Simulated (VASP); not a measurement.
## Mg2CdS3: single point with PBE

Crystal: Mg2CdS3.

```
CELL_PARAMETERS angstrom
3.76405 0.00000 0.00000
-1.88202 3.25976 0.00000
0.00000 0.00000 9.23287
ATOMIC_POSITIONS crystal
Mg 0.33333 0.66667 0.66207
Mg 0.66667 0.33333 0.33793
Cd 0.00000 0.00000 0.00000
S 0.00000 0.00000 0.50000
S 0.33333 0.66667 0.17790
S 0.66667 0.33333 0.82210
```

```
Program                : VASP 6.6.1
Task                   : single point
Functional             : PBE
Potentials or basis    : VASP PAW PBE potentials, release 64 (Mg, Cd, S)
Cutoff                 : 520 eV
k mesh                 : 12 × 12 × 4
Occupations            : gaussian, width 0.02 eV
Spin                   : no spin polarisation
Dipole correction      : no
Further INCAR settings : ALGO = Normal; EDIFF = 1e-06; NBANDS = 26
```

```
Pressure               : 0.0 GPa
Largest force          : 0.051 eV/Å
Band gap on the k mesh : 1.68 eV (least direct gap 2.29 eV)
```

Forces on the atoms (eV/Å):
```
Mg   0.000  0.000 -0.003
Mg   0.000  0.000  0.003
Cd   0.000  0.000  0.000
S    0.000  0.000  0.000
S    0.000  0.000  0.051
S    0.000  0.000 -0.051
```

Levels at points of the mesh, in eV from the valence-band top:
| k point | band 15 | band 16 | band 17 | band 18 | band 19 | band 20 |
| --- | --- | --- | --- | --- | --- | --- |
| (0.00, 0.00, 0.00) | -0.26 | -0.10 | -0.10 | 2.44 | 4.33 | 4.43 |
| (0.50, 0.00, 0.00) | -1.16 | -1.02 | -0.61 | 1.68 | 4.39 | 4.66 |
| (0.00, 0.00, 0.50) | -0.45 | 0.00 | 0.00 | 3.54 | 4.09 | 4.25 |
| (0.50, 0.00, 0.50) | -1.52 | -0.35 | -0.31 | 2.42 | 3.33 | 4.10 |

It took 82 s on 1 thread of Intel(R) Xeon(R) 6975P-C (Granite Rapids), with other jobs on the host, peak memory 0.34 GiB.

A k mesh can miss the band edges.
